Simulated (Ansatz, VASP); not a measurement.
## Rh: VASP beside Ansatz

```
Rh
1.0
     2.72582    0.00000    0.00000
    -1.36291    2.36063    0.00000
     0.00000    0.00000    4.38070
Rh
2
Direct
  0.33333 0.66667 0.75000
  0.66667 0.33333 0.25000
```

Alike in both runs: functional PBE; k mesh 18 × 18 × 10; occupations gaussian, width 0.05 eV; no spin polarisation.

Ansatz relaxed the structure, and its values are those at the end. VASP's run is a single point on that final structure, the one shown.

|  | VASP | Ansatz |
| --- | --- | --- |
| version | VASP 6.6.1 | Ansatz 0.2.0 |
| potentials or method | VASP PAW PBE potentials, release 64 (Rh_pv), cutoff 520 eV | scalar-relativistic, plane waves, PAW |
| valence electrons in the cell | 30 | 34 |

```csv
,VASP,Ansatz,Ansatz less VASP
pressure (GPa),0.0,0.0,+0.04
```

With one functional, cell and mesh, what is left measures potentials, basis and numerics. VASP's potentials hold 30 valence electrons a cell and Ansatz's 34, so a difference there can come from the potentials and not from the codes.
